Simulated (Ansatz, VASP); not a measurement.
## Sc in VASP and in Ansatz

The input INCAR:

```
SYSTEM = Sc
PREC = Accurate
ENCUT = 500
EDIFF = 1E-7
ISMEAR = 0
SIGMA = 0.1
LREAL = .False.
LASPH = .True.
NELM = 120
ALGO = Normal
ISIF = 3
LWAVE = .False.
LCHARG = .False.
GGA = PS
IBRION = 2
NSW = 100
EDIFFG = -0.01
GGA_COMPAT = .False.
NELMIN = 4
```

The input KPOINTS:

```
regular mesh
0
Gamma
  22 22 22
  0 0 0
```

POSCAR

```
Sc
1.0
   -1.9172054859      1.9172054859      1.7176030000
    1.9172054859     -1.9172054859      1.7176030000
    1.9172054859      1.9172054859     -1.7176030000
Sc
1
Direct
    0.0000000000      0.0000000000      0.0000000000
```

Input for Ansatz:

```yaml
crystal:
  lattice:
    - [-1.9172054859, 1.9172054859, 1.717603]
    - [1.9172054859, -1.9172054859, 1.717603]
    - [1.9172054859, 1.9172054859, -1.717603]
  atoms:
    - { symbol: Sc, position: [0.0, 0.0, 0.0] }
basis:
  ecutwfc: 420
kpoints:
  mp_grid: { grid: [22, 22, 22] }
hamiltonian:
  xc: pbesol
scf:
  occupations: { method: gaussian, width: 0.1 }
output:
  forces: true
  stress: true
  eigenvalues: true
relax:
  adjacent_minimum: "off"
  f_tol: 0.01
  max_steps: 80
  cell: { stress_tol: 0.05 }
```

Alike in both runs: task relaxation of cell and atoms; functional PBEsol; k mesh 22 × 22 × 22; occupations gaussian, width 0.1 eV; no spin polarisation.

```csv
,VASP,Ansatz
version,VASP 6.6.1,Ansatz 0.2.0
potentials or method,"VASP PAW PBE potentials, release 64 (Sc_sv), cutoff 500 eV","scalar-relativistic, plane waves, PAW"
valence electrons in the cell,11,11
```

```tsv
	VASP	Ansatz	Ansatz less VASP
gap on the k mesh at the Fermi level, each at its own relaxed structure (eV)	none	none	-
relaxed volume (Å³/atom)	23.87	23.85	-0.017
relaxed length of the cell vector where the two differ most in proportion (Å)	3.142	3.141	-0.0004
```

VASP's potentials were made for PBE, not for PBEsol. A gap of «none» marks a metal or a gap that the smearing closes.
